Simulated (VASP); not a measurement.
# Na3B (I4/mmm) in VASP: notebook

The runs below take Na3B through single point, relaxation of cell and atoms, with PBE.

All numbers are computed with VASP 6.6.1; they aren't measurements. Logs are shortened: lines on timing, memory, paths and dates and some standing lists are left out, and cuts for length are marked.

### Step 1. The cell of the first run

Symmetry: I4/mmm, No. 139, tetragonal system. Conventional cell: a = 4.774 Å, b = 4.774 Å, c = 7.493 Å, α = 90.00°, β = 90.00°, γ = 90.00°. Within 4.0 Å of Na (site symmetry 4/mmm) lie 8 Na at 3.03 Å and 6 B at 3.38 to 3.75 Å. Within 4.0 Å of Na (site symmetry -4m2) lie 10 Na at 3.03 to 3.75 Å and 4 B at 3.03 Å. Within 4.0 Å of B (site symmetry 4/mmm) lie 14 Na at 3.03 to 3.75 Å.

### Step 2. Single point, PBE

File INCAR:

```
  PREC = Accurate
  ENCUT = 520
  EDIFF = 1E-6
  ISMEAR = 0
  SIGMA = 0.1
  LREAL = F
  LASPH = T
  NELM = 80
  ALGO = Normal
  ISIF = 2
  LWAVE = F
  LCHARG = F
  GGA = PE
  NBANDS = 20
```

File KPOINTS:

```
Automatic mesh
0
Gamma
  6 6 6
```

File POSCAR:

```
Na3B
1.0
   -2.3872192745      2.3872192745      3.7465126207
    2.3872192745     -2.3872192745      3.7465126207
    2.3872192745      2.3872192745     -3.7465126207
Na B
3 1
Direct
    0.5000000000      0.5000000000      0.0000000000
    0.2500000000      0.7500000000      0.5000000000
    0.7500000000      0.2500000000      0.5000000000
    0.0000000000      0.0000000000      0.0000000000
```

Potentials or basis: VASP PAW PBE potentials, release 64 (Na_pv, B).

Command:

```console
$ cat potpaw_PBE.64/Na_pv/POTCAR potpaw_PBE.64/B/POTCAR > POTCAR
$ mpirun -np 1 vasp_std > vasp.out
```

OUTCAR:

```text
PREC = Accurate
   ENCUT = 520
   EDIFF = 1E-6
   ISMEAR = 0
   LREAL = F
   LASPH = T
   NELM = 80
   ISIF = 2
   GGA = PE

 ion  position               nearest neighbor table
   1  0.500  0.500  0.000-
   2  0.250  0.750  0.500-
   3  0.750  0.250  0.500-
   4  0.000  0.000  0.000-

  LATTYP: Found a body centered tetragonal cell.
 ALAT       =     4.7744385490
 C/A-ratio  =     1.5694044786

  Lattice vectors:

 A1 = (  -2.3872192745,   2.3872192745,   3.7465126207)
 A2 = (   2.3872192745,  -2.3872192745,   3.7465126207)
 A3 = (   2.3872192745,   2.3872192745,  -3.7465126207)

Analysis of symmetry for initial positions (statically):
=====================================================================
 Subroutine PRICEL returns:
 Original cell was already a primitive cell.

 Routine SETGRP: Setting up the symmetry group for a
 body centered tetragonal supercell.

 Subroutine GETGRP returns: Found 16 space group operations
 (whereof 16 operations were pure point group operations)
 out of a pool of 16 trial point group operations.

The static configuration has the point symmetry D_4h.

Analysis of symmetry for dynamics (positions and initial velocities):
=====================================================================
 Subroutine PRICEL returns:
 Original cell was already a primitive cell.

 Routine SETGRP: Setting up the symmetry group for a
 body centered tetragonal supercell.

 Subroutine GETGRP returns: Found 16 space group operations
 (whereof 16 operations were pure point group operations)
 out of a pool of 16 trial point group operations.

The dynamic configuration has the point symmetry D_4h.

 Subroutine INISYM returns: Found 16 space group operations
 (whereof 16 operations are pure point group operations),
 and found     1 'primitive' translations

----------------------------------------------------------------------------------------

                                     Primitive cell

  volume of cell :      85.4027

  direct lattice vectors                    reciprocal lattice vectors
    -2.387219275  2.387219275  3.746512621     0.000000000  0.209448711  0.133457444
     2.387219275 -2.387219275  3.746512621     0.209448711  0.000000000  0.133457444
     2.387219275  2.387219275 -3.746512621     0.209448711  0.209448711  0.000000000

  length of vectors
     5.043212126  5.043212126  5.043212126     0.248353885  0.248353885  0.296205208

  position of ions in fractional coordinates (direct lattice)
     0.500000000  0.500000000  0.000000000
     0.250000000  0.750000000  0.500000000
     0.750000000  0.250000000  0.500000000
     0.000000000  0.000000000  0.000000000

  ion indices of the primitive-cell ions
   primitive index   ion index
                 1           1
                 2           2
                 3           3
                 4           4

----------------------------------------------------------------------------------------

 KPOINTS: Automatic mesh

Automatic generation of k-mesh.
 Grid dimensions read from file:
 generate k-points for:    6    6    6

 Generating k-lattice:

  Cartesian coordinates                     Fractional coordinates (reciprocal lattice)
     0.000000000  0.034908119  0.022242907     0.166666667  0.000000000 -0.000000000
     0.034908119  0.000000000  0.022242907     0.000000000  0.166666667 -0.000000000
     0.034908119  0.034908119  0.000000000     0.000000000  0.000000000  0.166666667

  Length of vectors
     0.041392314  0.041392314  0.049367535

  Shift w.r.t. Gamma in fractional coordinates (k-lattice)
     0.000000000  0.000000000  0.000000000

 Subroutine IBZKPT returns following result:
 ===========================================

 Found     30 irreducible k-points:

 Following reciprocal coordinates:
            Coordinates               Weight
  0.000000  0.000000  0.000000      1.000000
  0.166667  0.000000  0.000000      8.000000
  0.333333  0.000000  0.000000      8.000000
  0.500000  0.000000  0.000000      4.000000
  0.166667  0.166667  0.000000      8.000000
  0.333333  0.166667  0.000000     16.000000
[... 16 lines left out ...]
 -0.333333 -0.333333  0.166667      8.000000
 -0.166667 -0.333333  0.166667      8.000000
 [... further k-points ...]
   k-points           NKPTS =     30   k-points in BZ     NKDIM =     30   number of bands    NBANDS=     20
   number of dos      NEDOS =    301   number of ions     NIONS =      4
   total plane-waves  NPLWV =  64000
   dimension x,y,z NGX =    40 NGY =   40 NGZ =   40
   dimension x,y,z NGXF=    80 NGYF=   80 NGZF=   80
   ions per type =               3   1
   NGX,Y,Z   is equivalent  to a cutoff of  13.19, 13.19, 13.19 a.u.
   NGXF,Y,Z  is equivalent  to a cutoff of  26.37, 26.37, 26.37 a.u.
 SYSTEM =  unknown system
   PREC   = accura    normal or accurate (medium, high low for compatibility)
   ISTART =      0    job   : 0-new  1-cont  2-samecut
   ICHARG =      2    charge: 1-file 2-atom 10-const
   ISPIN  =      1    spin polarized calculation?
   LNONCOLLINEAR =      F non collinear calculations
   LSORBIT =      F    spin-orbit coupling
   LASPH  =      T    aspherical Exc in radial PAW
   ENCUT  =  520.0 eV  38.22 Ry    6.18 a.u.   9.38  9.38  9.38*2*pi/ulx,y,z
   NELM   =     80;   NELMIN=  2; NELMDL= -5     # of ELM steps
   EDIFF  = 0.1E-05   stopping-criterion for ELM
   LREAL  =      F    real-space projection
   EDIFFG = 0.1E-04   stopping-criterion for IOM
   NSW    =      0    number of steps for IOM
   IBRION =     -1    ionic relax: 0-MD 1-quasi-New 2-CG
   NFREE  =      0    steps in history (QN), initial steepest desc. (CG)
   ISIF   =      2    stress and relaxation
   ISYM   =      2    0-nonsym 1-usesym 2-fastsym
   POTIM  = 0.5000    time-step for ionic-motion
   TEBEG  =    0.0;   TEEND  =   0.0 temperature during run
   PSTRESS=    0.0 pullay stress
   NELECT =      24.0000    total number of electrons
   NUPDOWN=      -1.0000    fix difference up-down
   EMIN   =  10.00;   EMAX   =-10.00  energy-range for DOS
   EFERMI =   0.00;   METHOD = LEGACY
   ISMEAR =     0;   SIGMA  =   0.10  broadening in eV -4-tet -1-fermi 0-gaus
   EFERMI_NEDOS =   21; number of points for ismear=-14 and -15
   IALGO  =     38    algorithm
   IMIX   =      4    mixing-type and parameters
     AMIX     =   0.40;   BMIX     =  1.00
     AMIX_MAG =   1.60;   BMIX_MAG =  1.00
  volume/ion in A,a.u.               =      21.35       144.08
  Fermi-wavevector in a.u.,A,eV,Ry     =   1.072312  2.026377 15.644710  1.149854
  Thomas-Fermi vector in A             =   2.208079
   LORBIT       =      0    0 simple, 1 ext, 2 COOP (PROOUT), +10 PAW based schemes
   GGA     = PE    functional components
   LHFCALC =     F    Hartree Fock is set to
   AEXX    =    0.0000 exact exchange contribution
   IVDW    =     0    specifies the selected vdW correction
   LEPSILON=     F    determine dielectric tensor
   LRPA    =     F    only Hartree local field effects (RPA)
 non-spin polarized calculation
 Gauss-broadening in eV      SIGMA  =   0.10
  energy-cutoff  :      520.00
  volume of cell :       85.40
 maximum number of plane-waves:      2333
 NGX is ok and might be reduce to    40
   NGX = 19   NGY = 19   NGZ = 19

 number of electron      24.0000008 magnetization

 Free energy of the ion-electron system (eV)
  ---------------------------------------------------
  ext. energy  EPLUGINS =         0.00000000
  ---------------------------------------------------
  free energy    TOTEN  =        -7.31613353 eV

  energy without entropy =       -7.30487872  energy(sigma->0) =       -7.31050612

 E-fermi :   1.3684     XC(G=0):  -8.0386

 val. band max:        1.3626403775   @ k =  -0.3333   0.3333   0.0000
 cond. band min:       1.3904844010   @ k =  -0.1667   0.1667   0.1667
 fundamental gap:      0.0278440235
 Fermi energy:         1.3683762244

 k-point     1 :       0.0000    0.0000    0.0000
  band No.  band energies     occupation
      1     -23.5162      2.00000
      2     -23.4756      2.00000
      3     -23.4756      2.00000
      4     -22.8183      2.00000
      5     -22.8183      2.00000
      6     -22.7809      2.00000
[... 12 lines left out ...]
     19       7.3936      0.00000
     20       8.6935      0.00000

 k-point     2 :       0.1667    0.0000    0.0000
  band No.  band energies     occupation
      1     -23.5164      2.00000
      2     -23.4763      2.00000
      3     -23.4760      2.00000
      4     -22.8149      2.00000
      5     -22.8145      2.00000
      6     -22.7799      2.00000
[... 12 lines left out ...]
     19       7.4971      0.00000
     20       8.0882      0.00000

 k-point     3 :       0.3333    0.0000    0.0000
  band No.  band energies     occupation
      1     -23.5169      2.00000
      2     -23.4777      2.00000
      3     -23.4769      2.00000
      4     -22.8057      2.00000
      5     -22.8054      2.00000
      6     -22.7846      2.00000
[... 12 lines left out ...]
     19       7.9292      0.00000
     20       8.4343      0.00000

 k-point     4 :       0.5000    0.0000    0.0000
  band No.  band energies     occupation
      1     -23.5171      2.00000
      2     -23.4784      2.00000
      3     -23.4773      2.00000
      4     -22.7970      2.00000
      5     -22.7955      2.00000
      6     -22.7931      2.00000
[... 12 lines left out ...]
     19       8.8854      0.00000
     20       9.3865      0.00000

 k-point     5 :       0.1667    0.1667    0.0000
  band No.  band energies     occupation
      1     -23.5165      2.00000
      2     -23.4774      2.00000
      3     -23.4766      2.00000
      4     -22.8181      2.00000
      5     -22.8046      2.00000
      6     -22.7844      2.00000
[... 12 lines left out ...]
     19       8.1720      0.00000
     20       9.3896      0.00000

 k-point     6 :       0.3333    0.1667    0.0000
  band No.  band energies     occupation
      1     -23.5171      2.00000
      2     -23.4781      2.00000
      3     -23.4776      2.00000
      4     -22.8164      2.00000
      5     -22.7970      2.00000
      6     -22.7917      2.00000
[... 12 lines left out ...]
     19       8.5562      0.00000
     20       9.3409      0.00000

 k-point     7 :       0.5000    0.1667    0.0000
  band No.  band energies     occupation
      1     -23.5177      2.00000
      2     -23.4788      2.00000
      3     -23.4769      2.00000
      4     -22.8105      2.00000
      5     -22.8069      2.00000
      6     -22.7807      2.00000
[... 12 lines left out ...]
     19       9.0094      0.00000
     20       9.7815      0.00000
[... 277 lines left out ...]
 k-point    20 :       0.5000    0.5000    0.1667
  band No.  band energies     occupation
      1     -23.5180      2.00000
      2     -23.4811      2.00000
      3     -23.4759      2.00000
      4     -22.8255      2.00000
      5     -22.8060      2.00000
      6     -22.7833      2.00000
[... 12 lines left out ...]
     19       9.4485      0.00000
     20       9.9288      0.00000

 k-point    21 :      -0.3333    0.5000    0.1667
  band No.  band energies     occupation
      1     -23.5165      2.00000
      2     -23.4800      2.00000
      3     -23.4773      2.00000
      4     -22.8181      2.00000
      5     -22.7947      2.00000
      6     -22.7912      2.00000
[... 12 lines left out ...]
     19       8.4724      0.00000
     20      10.4627      0.00000

 k-point    22 :      -0.1667    0.5000    0.1667
  band No.  band energies     occupation
      1     -23.5161      2.00000
      2     -23.4787      2.00000
      3     -23.4779      2.00000
      4     -22.8069      2.00000
      5     -22.8040      2.00000
      6     -22.7848      2.00000
[... 12 lines left out ...]
     19       9.1099      0.00000
     20       9.1430      0.00000

 k-point    23 :      -0.3333   -0.3333    0.1667
  band No.  band energies     occupation
      1     -23.5153      2.00000
      2     -23.4790      2.00000
      3     -23.4781      2.00000
      4     -22.8180      2.00000
      5     -22.8032      2.00000
      6     -22.7870      2.00000
[... 12 lines left out ...]
     19       8.9570      0.00000
     20      10.2060      0.00000

 k-point    24 :      -0.1667   -0.3333    0.1667
  band No.  band energies     occupation
      1     -23.5153      2.00000
      2     -23.4778      2.00000
      3     -23.4776      2.00000
      4     -22.8136      2.00000
      5     -22.8132      2.00000
      6     -22.7813      2.00000
[... 12 lines left out ...]
     19       8.6843      0.00000
     20       9.0190      0.00000

 [... further k-points ...]

------------------------ aborting loop because EDIFF is reached ----------------------------------------

  FORCE on cell =-STRESS in cart. coord.  units (eV):
  Direction    XX          YY          ZZ          XY          YZ          ZX
  --------------------------------------------------------------------------------------
  -------------------------------------------------------------------------------------
  Total        0.0691206      0.0691206      0.0753631      0.0000000      0.0000000      0.0000000
  in kB        1.2967203      1.2967203      1.4138309      0.0000000      0.0000000      0.0000000
  external PRESSURE =       1.3357572 kB  Pullay stress =       0.0000000 kB

 VOLUME and BASIS-vectors are now :
 -----------------------------------------------------------------------------
  energy-cutoff  :      520.00
  volume of cell :       85.40
      direct lattice vectors                 reciprocal lattice vectors
    -2.387219275  2.387219275  3.746512621     0.000000000  0.209448711  0.133457444
     2.387219275 -2.387219275  3.746512621     0.209448711  0.000000000  0.133457444
     2.387219275  2.387219275 -3.746512621     0.209448711  0.209448711  0.000000000

 POSITION                                       TOTAL-FORCE (eV/Angst)
 -----------------------------------------------------------------------------------
      0.00000      0.00000      3.74651         0.000000      0.000000      0.000000
      2.38722     -0.00000      1.87326         0.000000      0.000000     -0.000000
     -0.00000      2.38722      1.87326        -0.000000     -0.000000      0.000000
      0.00000      0.00000      0.00000         0.000000      0.000000      0.000000
 -----------------------------------------------------------------------------------
    total drift:                               -0.000000     -0.000000      0.000000

  FREE ENERGIE OF THE ION-ELECTRON SYSTEM (eV)
  ---------------------------------------------------
  free  energy   TOTEN  =        -7.3161335290 eV

  energy  without entropy=       -7.3048787198  energy(sigma->0) =       -7.31050612
```

Run time: 35 s. Hardware: 1 thread of Intel Xeon Platinum 8488C (Sapphire Rapids), shared host; peak memory 0.23 GiB.

What came out:

| Item | Value |
| --- | --- |
| Free energy | -7.3161 eV |
| Pressure | 0.1 GPa |
| Band gap on the k mesh | zero (band 12 reaches 2.13 eV, above the bottom of band 13 at 0.60 eV) |

(Part 1 of 2 ends here.)
